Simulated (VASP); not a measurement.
# CaO in VASP: relaxation of the atoms with PBE

Aim: the relaxation of the atoms of CaO with PBE.

Everything below comes from runs of VASP 6.6.1. Logs are shortened: lines on timing, memory, paths and dates and some standing lists are left out, and cuts for length are marked.

## 1. The cell of the first run

The cell holds a slab with vacuum, 24 atoms: a = 6.832 Å, b = 6.832 Å, c = 20.831 Å, α = 90.00°, β = 90.00°, γ = 90.00°.

## 2. Relaxation of the atoms, PBE

Contents of INCAR:

```
SYSTEM = CaO
PREC = Accurate
ENCUT = 520
EDIFF = 1E-6
ISMEAR = 0
SIGMA = 0.05
LREAL = Auto
LASPH = .TRUE.
NELM = 60
ALGO = Normal
ISIF = 2
LWAVE = .FALSE.
LCHARG = .FALSE.
LDIPOL = .TRUE.
IDIPOL = 3
DIPOL = 0.5 0.5 0.500
GGA = PE
IBRION = 2
NSW = 90
EDIFFG = -0.03
```

Contents of KPOINTS:

```
regular mesh
0
G
  2 2 1
  0 0 0
```

Contents of POSCAR:

```
CaO
1.0
    6.8319513296      0.0000000000      0.0000000000
    0.0000000000      6.8319513296      0.0000000000
    0.0000000000      0.0000000000     20.8309191139
Ca O
12 12
Selective dynamics
Direct
    0.2500000000      0.2500000000      0.3840445041  F F F
    0.2500000000      0.7500000000      0.3840445041  F F F
    0.7500000000      0.2500000000      0.3840445041  F F F
    0.7500000000      0.7500000000      0.3840445041  F F F
    0.5000000000      0.5000000000      0.5000000000  T T T
    0.5000000000      0.0000000000      0.5000000000  T T T
    0.0000000000      0.5000000000      0.5000000000  T T T
    0.0000000000      0.0000000000      0.5000000000  T T T
    0.7500000000      0.7500000000      0.6159554959  T T T
    0.7500000000      0.2500000000      0.6159554959  T T T
    0.2500000000      0.7500000000      0.6159554959  T T T
    0.2500000000      0.2500000000      0.6159554959  T T T
    0.5000000000      0.5000000000      0.3840445041  F F F
    0.5000000000      0.0000000000      0.3840445041  F F F
    0.0000000000      0.5000000000      0.3840445041  F F F
    0.0000000000      0.0000000000      0.3840445041  F F F
    0.7500000000      0.7500000000      0.5000000000  T T T
    0.7500000000      0.2500000000      0.5000000000  T T T
    0.2500000000      0.7500000000      0.5000000000  T T T
    0.2500000000      0.2500000000      0.5000000000  T T T
    0.0000000000      0.0000000000      0.6159554959  T T T
    0.0000000000      0.5000000000      0.6159554959  T T T
    0.5000000000      0.0000000000      0.6159554959  T T T
    0.5000000000      0.5000000000      0.6159554959  T T T
```

Potentials or basis: VASP PAW PBE potentials, release 64 (Ca_sv, O).

Launch:

```
$ cat potpaw_PBE.64/Ca_sv/POTCAR potpaw_PBE.64/O/POTCAR > POTCAR
$ mpirun -np 4 vasp_std > vasp.out
```

OUTCAR:

```text
SYSTEM = CaO
   PREC = Accurate
   ENCUT = 520
   EDIFF = 1E-6
   ISMEAR = 0
   LREAL = Auto
   LASPH = .TRUE.
   NELM = 60
   ISIF = 2
   GGA = PE
   IBRION = 2
   NSW = 90
   EDIFFG = -0.03

 ion  position               nearest neighbor table
   1  0.250  0.250  0.384-  20 2.42  14 2.42  15 2.42  16 2.42  13 2.42
   2  0.250  0.750  0.384-  19 2.42  14 2.42  15 2.42  16 2.42  13 2.42
   3  0.750  0.250  0.384-  18 2.42  14 2.42  15 2.42  16 2.42  13 2.42
   4  0.750  0.750  0.384-  17 2.42  14 2.42  15 2.42  16 2.42  13 2.42
   5  0.500  0.500  0.500-  13 2.42  24 2.42  18 2.42  19 2.42  20 2.42  17 2.42
   6  0.500  0.000  0.500-  14 2.42  23 2.42  18 2.42  19 2.42  20 2.42  17 2.42
   7  0.000  0.500  0.500-  15 2.42  22 2.42  18 2.42  19 2.42  20 2.42  17 2.42
   8  0.000  0.000  0.500-  16 2.42  21 2.42  18 2.42  19 2.42  20 2.42  17 2.42
   9  0.750  0.750  0.616-  17 2.42  21 2.42  22 2.42  23 2.42  24 2.42
  10  0.750  0.250  0.616-  18 2.42  21 2.42  22 2.42  23 2.42  24 2.42
  11  0.250  0.750  0.616-  19 2.42  21 2.42  22 2.42  23 2.42  24 2.42
  12  0.250  0.250  0.616-  20 2.42  21 2.42  22 2.42  23 2.42  24 2.42
  13  0.500  0.500  0.384-   5 2.42   2 2.42   3 2.42   4 2.42   1 2.42
  14  0.500  0.000  0.384-   6 2.42   2 2.42   3 2.42   4 2.42   1 2.42
  15  0.000  0.500  0.384-   7 2.42   2 2.42   3 2.42   4 2.42   1 2.42
  16  0.000  0.000  0.384-   8 2.42   2 2.42   3 2.42   4 2.42   1 2.42
  17  0.750  0.750  0.500-   4 2.42   9 2.42   6 2.42   7 2.42   8 2.42   5 2.42
[... 14 lines left out ...]
 A1 = (   6.8319513296,   0.0000000000,   0.0000000000)
 A2 = (   0.0000000000,   6.8319513296,   0.0000000000)
 A3 = (   0.0000000000,   0.0000000000,  20.8309191139)

Analysis of symmetry for initial positions (statically):
=====================================================================
 Subroutine PRICEL returns following result:

  LATTYP: Found a simple tetragonal cell.
 ALAT       =     3.4159756648
 C/A-ratio  =     6.0980876792
[... 12 lines left out ...]
 Subroutine GETGRP returns: Found 16 space group operations
 (whereof 16 operations were pure point group operations)
 out of a pool of 16 trial point group operations.

The static configuration has the point symmetry D_4h.

Analysis of symmetry for dynamics (positions and initial velocities):
=====================================================================
 Subroutine PRICEL returns following result:

  LATTYP: Found a simple tetragonal cell.
 ALAT       =     3.4159756648
 C/A-ratio  =     6.0980876792
[... 12 lines left out ...]
 Subroutine GETGRP returns: Found 16 space group operations
 (whereof 16 operations were pure point group operations)
 out of a pool of 16 trial point group operations.

The dynamic configuration has the point symmetry D_4h.

Analysis of constrained symmetry for selective dynamics:
=====================================================================
 Subroutine PRICEL returns following result:

  LATTYP: Found a simple tetragonal cell.
 ALAT       =     3.4159756648
 C/A-ratio  =     6.0980876792
[... 12 lines left out ...]
 Subroutine GETGRP returns: Found  8 space group operations
 (whereof  8 operations were pure point group operations)
 out of a pool of 16 trial point group operations.

The constrained configuration has the point symmetry C_4v.

 Subroutine INISYM returns: Found  8 space group operations
 (whereof  8 operations are pure point group operations),
 and found     4 'primitive' translations

----------------------------------------------------------------------------------------

                                     Primitive cell

  volume of cell :     243.0737

  direct lattice vectors                    reciprocal lattice vectors
     3.415975665  0.000000000  0.000000000     0.292742132  0.000000000  0.000000000
     0.000000000  3.415975665  0.000000000     0.000000000  0.292742132  0.000000000
     0.000000000  0.000000000 20.830919114     0.000000000  0.000000000  0.048005563

  length of vectors
     3.415975665  3.415975665 20.830919114     0.292742132  0.292742132  0.048005563

  position of ions in fractional coordinates (direct lattice)
     0.500000000  0.500000000  0.384044504
     0.000000000  0.000000000  0.500000000
     0.500000000  0.500000000  0.615955496
     0.000000000  0.000000000  0.384044504
     0.500000000  0.500000000  0.500000000
     0.000000000  0.000000000  0.615955496

  ion indices of the primitive-cell ions
   primitive index   ion index
                 1           1
                 2           5
                 3          12
                 4          13
                 5          20
                 6          21

[... 24 lines left out ...]
 Found      3 irreducible k-points:

 Following reciprocal coordinates:
            Coordinates               Weight
  0.000000  0.000000  0.000000      1.000000
  0.500000  0.000000  0.000000      2.000000
  0.500000  0.500000  0.000000      1.000000
   k-points           NKPTS =      3   k-points in BZ     NKDIM =      3   number of bands    NBANDS=    116
   number of dos      NEDOS =    301   number of ions     NIONS =     24
   total plane-waves  NPLWV = 466560
   dimension x,y,z NGX =    54 NGY =   54 NGZ =  160
   dimension x,y,z NGXF=   108 NGYF=  108 NGZF=  320
   ions per type =              12  12
   NGX,Y,Z   is equivalent  to a cutoff of  13.14, 13.14, 12.77 a.u.
   NGXF,Y,Z  is equivalent  to a cutoff of  26.28, 26.28, 25.54 a.u.
 SYSTEM =  CaO
   PREC   = accura    normal or accurate (medium, high low for compatibility)
   ISTART =      0    job   : 0-new  1-cont  2-samecut
   ICHARG =      2    charge: 1-file 2-atom 10-const
   ISPIN  =      1    spin polarized calculation?
   LNONCOLLINEAR =      F non collinear calculations
   LSORBIT =      F    spin-orbit coupling
   LASPH  =      T    aspherical Exc in radial PAW
   ENCUT  =  520.0 eV  38.22 Ry    6.18 a.u.  12.70 12.70 38.73*2*pi/ulx,y,z
   NELM   =     60;   NELMIN=  2; NELMDL= -5     # of ELM steps
   EDIFF  = 0.1E-05   stopping-criterion for ELM
   LREAL  =      T    real-space projection
   EDIFFG = -.3E-01   stopping-criterion for IOM
   NSW    =     90    number of steps for IOM
   IBRION =      2    ionic relax: 0-MD 1-quasi-New 2-CG
   NFREE  =      1    steps in history (QN), initial steepest desc. (CG)
   ISIF   =      2    stress and relaxation
   ISYM   =      2    0-nonsym 1-usesym 2-fastsym
   POTIM  = 0.5000    time-step for ionic-motion
   TEBEG  =    0.0;   TEEND  =   0.0 temperature during run
   PSTRESS=    0.0 pullay stress
   NELECT =     192.0000    total number of electrons
   NUPDOWN=      -1.0000    fix difference up-down
   EMIN   =  10.00;   EMAX   =-10.00  energy-range for DOS
   EFERMI =   0.00;   METHOD = LEGACY
   ISMEAR =     0;   SIGMA  =   0.05  broadening in eV -4-tet -1-fermi 0-gaus
   EFERMI_NEDOS =   21; number of points for ismear=-14 and -15
   IALGO  =     38    algorithm
   IMIX   =      4    mixing-type and parameters
     AMIX     =   0.40;   BMIX     =  1.00
     AMIX_MAG =   1.60;   BMIX_MAG =  1.00
  volume/ion in A,a.u.               =      40.51       273.39
  Fermi-wavevector in a.u.,A,eV,Ry     =   0.953329  1.801530 12.365455  0.908835
  Thomas-Fermi vector in A             =   2.081973
   LORBIT       =      0    0 simple, 1 ext, 2 COOP (PROOUT), +10 PAW based schemes
   GGA     = PE    functional components
   LHFCALC =     F    Hartree Fock is set to
   AEXX    =    0.0000 exact exchange contribution
   IVDW    =     0    specifies the selected vdW correction
   LEPSILON=     F    determine dielectric tensor
   LRPA    =     F    only Hartree local field effects (RPA)
 conjugate gradient relaxation of ions
 non-spin polarized calculation
 Gauss-broadening in eV      SIGMA  =   0.05
  energy-cutoff  :      520.00
  volume of cell :      972.29
 maximum number of plane-waves:     26206
 NGX is ok and might be reduce to    54
   NGX = 25   NGY = 25   NGZ = 77

--------------------------------------- Ionic step        1  -------------------------------------------

 number of electron     192.0000034 magnetization

 Free energy of the ion-electron system (eV)
  ---------------------------------------------------
  ext. energy  EPLUGINS =         0.00000000
  ---------------------------------------------------
  free energy    TOTEN  =      -149.89585223 eV

  energy without entropy =     -149.89585223  energy(sigma->0) =     -149.89585223

------------------------ aborting loop because EDIFF is reached ----------------------------------------

  FORCE on cell =-STRESS in cart. coord.  units (eV):
  Direction    XX          YY          ZZ          XY          YZ          ZX
  --------------------------------------------------------------------------------------
  -------------------------------------------------------------------------------------
  Total      -11.5669957    -11.5669957     -4.0254617      0.0000000     -0.0000000      0.0000000
  in kB      -19.0604520    -19.0604520     -6.6332799      0.0000000     -0.0000000      0.0000000
  external PRESSURE =     -14.9180613 kB  Pullay stress =       0.0000000 kB
[... 39 lines left out ...]
  FREE ENERGIE OF THE ION-ELECTRON SYSTEM (eV)
  ---------------------------------------------------
  free  energy   TOTEN  =      -149.8958522323 eV

  energy  without entropy=     -149.8958522323  energy(sigma->0) =     -149.89585223

 dipolmoment           0.000000      0.000000      0.000000 electrons x Angstroem

--------------------------------------- Ionic step        2  -------------------------------------------

 number of electron     192.0000035 magnetization

------------------------ aborting loop because EDIFF is reached ----------------------------------------
[... 105 lines left out ...]
  FREE ENERGIE OF THE ION-ELECTRON SYSTEM (eV)
  ---------------------------------------------------
  free  energy   TOTEN  =      -149.9053132083 eV

  energy  without entropy=     -149.9053132083  energy(sigma->0) =     -149.90531321

 vacuum level on the upper side and lower side of the slab       (xc-potential included)        -0.176        -0.079

[... ionic steps 4 to 9 ...]

--------------------------------------- Ionic step       10  -------------------------------------------

 number of electron     192.0000023 magnetization

------------------------ aborting loop because EDIFF is reached ----------------------------------------
[... 111 lines left out ...]
--------------------------------------- Ionic step       12  -------------------------------------------

 number of electron     192.0000023 magnetization

 dipolmoment           0.000000      0.000000     -0.026212 electrons x Angstroem

 Free energy of the ion-electron system (eV)
  ---------------------------------------------------
  ext. energy  EPLUGINS =         0.00000000
  ---------------------------------------------------
  free energy    TOTEN  =      -149.92445523 eV

  energy without entropy =     -149.92445523  energy(sigma->0) =     -149.92445523

 E-fermi :  -1.5725     XC(G=0):  -4.2733

 val. band max:       -1.8002610954   @ k =   0.0000   0.0000   0.0000
 cond. band min:       1.0140144418   @ k =   0.0000   0.0000   0.0000
 fundamental gap:      2.8142755373
 Fermi energy:        -1.5724978917

 k-point     1 :       0.0000    0.0000    0.0000
  band No.  band energies     occupation
      1     -40.0418      2.00000
      2     -40.0088      2.00000
      3     -40.0088      2.00000
      4     -39.9940      2.00000
      5     -39.9807      2.00000
      6     -39.9609      2.00000
[... 322 lines left out ...]
    107       3.2450      0.00000
    108       3.2450      0.00000
 [bands above 108 left out]

------------------------ aborting loop because EDIFF is reached ----------------------------------------

 vacuum level on the upper side and lower side of the slab       (xc-potential included)        -0.054         0.045

  FORCE on cell =-STRESS in cart. coord.  units (eV):
  Direction    XX          YY          ZZ          XY          YZ          ZX
  --------------------------------------------------------------------------------------
  -------------------------------------------------------------------------------------
  Total      -10.4763539    -10.4763539     -0.5878318     -0.0000000      0.0000000      0.0000000
  in kB      -17.2632589    -17.2632589     -0.9686474     -0.0000000      0.0000000      0.0000000
  external PRESSURE =     -11.8317217 kB  Pullay stress =       0.0000000 kB
[... 39 lines left out ...]
  FREE ENERGIE OF THE ION-ELECTRON SYSTEM (eV)
  ---------------------------------------------------
  free  energy   TOTEN  =      -149.9244552310 eV

  energy  without entropy=     -149.9244552310  energy(sigma->0) =     -149.92445523

 reached required accuracy - stopping structural energy minimisation

 vacuum level on the upper side and lower side of the slab         2.198         2.299
```

Wall time 22 min (4 MPI ranks of Intel Xeon Platinum 8488C (Sapphire Rapids), shared host); peak memory 0.4 GiB.

Results:

* Free energy: -149.9245 eV
* Energy gained by relaxing: 1.2 meV/atom
* Ionic steps: 12
* Band gap on the k mesh: 2.81 eV

Step by step:
| step | energy change (eV) | largest force on free atoms (eV/Å) | pressure (GPa) |
| --- | --- | --- | --- |
| 1 | 0.0000 | 0.1680 | -1.49 |
| 2 | -0.0047 | 0.1140 | -1.48 |
| 3 | -0.0095 | 0.1498 | -1.43 |
| 4 | -0.0130 | 0.1259 | -1.40 |
| 5 | -0.0183 | 0.1269 | -1.31 |
| 6 | -0.0221 | 0.0840 | -1.28 |
| 7 | -0.0233 | 0.1448 | -1.20 |
| 8 | -0.0246 | 0.0942 | -1.23 |
| 9 | -0.0273 | 0.0504 | -1.21 |
| 10 | -0.0283 | 0.0322 | -1.19 |
| 11 | -0.0284 | 0.0317 | -1.19 |
| 12 | -0.0286 | 0.0132 | -1.18 |

Final structure:
```xyz
24
Lattice="6.8320 0.0000 0.0000 0.0000 6.8320 0.0000 0.0000 0.0000 20.8309" Properties=species:S:1:pos:R:3 pbc="T T T"
Ca    1.7080    1.7080    8.0000
Ca    1.7080    5.1240    8.0000
Ca    5.1240    1.7080    8.0000
Ca    5.1240    5.1240    8.0000
Ca    3.4160    3.4160   10.3831
Ca    3.4160    6.8320   10.3831
Ca    0.0000    3.4160   10.3831
Ca    0.0000    0.0000   10.3831
Ca    5.1240    5.1240   12.7746
Ca    5.1240    1.7080   12.7746
Ca    1.7080    5.1240   12.7746
Ca    1.7080    1.7080   12.7746
O     3.4160    3.4160    8.0000
O     3.4160    0.0000    8.0000
O     0.0000    3.4160    8.0000
O     0.0000    0.0000    8.0000
O     5.1240    5.1240   10.3852
O     5.1240    1.7080   10.3852
O     1.7080    5.1240   10.3852
O     1.7080    1.7080   10.3852
O     0.0000    0.0000   12.7602
O     0.0000    3.4160   12.7602
O     3.4160    0.0000   12.7602
O     3.4160    3.4160   12.7602
```

Levels at points of the mesh, in eV from the valence-band top:
```
           k point  band 94  band 95  band 96  band 97  band 98  band 99
(0.00, 0.00, 0.00)    -0.12     0.00     0.00     2.81     3.14     3.75
(0.50, 0.00, 0.00)    -0.52    -0.47    -0.47     3.61     3.61     3.83
(0.50, 0.50, 0.00)    -0.42    -0.42    -0.42     4.27     4.27     4.27
```

Caveat: the k points lie up to 0.46 Å⁻¹ apart.
